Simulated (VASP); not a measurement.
## ZnMo3: single point with PBE

ZnMo3:

```
CELL_PARAMETERS angstrom
4.03941 0.00000 0.00000
0.00000 4.03941 0.00000
0.00000 0.00000 4.03941
ATOMIC_POSITIONS crystal
Zn 0.00000 0.00000 0.00000
Mo 0.00000 0.50000 0.50000
Mo 0.50000 0.00000 0.50000
Mo 0.50000 0.50000 0.00000
```

| Quantity | Value |
| --- | --- |
| Program | VASP 6.6.1 |
| Task | single point |
| Functional | PBE |
| Potentials or basis | VASP PAW PBE potentials, release 64 (Zn, Mo_sv) |
| Cutoff | 520 eV |
| k mesh | 6 × 6 × 6 |
| Occupations | methfessel-paxton, width 0.1 eV |
| Spin | no spin polarisation |

* Pressure: -14.1 GPa
* Band gap on the k mesh: zero (band 27 reaches 10.07 eV, above the bottom of band 28 at 8.72 eV)

Levels at points of the mesh, in eV from the Fermi level:
```csv
k point,band 23,band 24,band 25,band 26,band 27,band 28,band 29,band 30,band 31,band 32
"(0.00, 0.00, 0.00)",-2.87,-2.87,0.80,0.80,0.80,1.92,1.92,1.92,2.35,2.35
"(0.50, 0.00, 0.00)",-2.53,-1.31,-0.79,-0.79,-0.36,0.04,0.31,0.79,0.79,1.08
"(0.50, 0.50, 0.00)",-2.05,-2.05,-2.04,-0.66,-0.66,0.28,0.29,0.29,1.28,1.35
"(0.50, 0.50, 0.50)",-1.13,-1.13,-0.35,-0.35,-0.35,0.67,0.67,0.67,1.32,1.50
```

Run time: 35 s on 1 thread of Intel(R) Xeon(R) Platinum 8375C CPU @ 2.90GHz (Ice Lake), with other jobs on the host, peak memory 0.18 GiB.
